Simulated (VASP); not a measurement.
Runs of VASP 6.6.1 on SnTe. The structure is that of space group Fm-3m (No. 225), or close to it. The cells are those of the table. 

```tsv
cell	gap on the mesh (eV)	pressure (GPa)
a = 4.365 Å, angles 60.0°, 2 atoms	0.33	(a)
a = 4.543 Å, angles 60.0°, 2 atoms	0.02	(c)
a = 4.500 Å, angles 60.0°, 2 atoms	0.06	-1.7
a = 4.411 Å, angles 60.0°, 2 atoms	0.23	(b)
```

Alike in all rows: task single point; level PBEsol; potentials or basis VASP PAW PBE potentials, release 64 (Sn_d, Te); no spin polarisation; k mesh 6 × 6 × 6; cutoff (eV) 500; smearing gaussian 0.01 eV.

Problem. Fill in the values left out.

Solution. (a) 3.0; (b) 1.2; (c) -2.5.

Caveats: the PAW data sets were made with another functional, which shifts forces and pressure a little; spin-orbit coupling is left out, which moves the levels of the heavy elements.

A k mesh can miss the band edges, and the runs leave out spin-orbit coupling on Sn, Te.
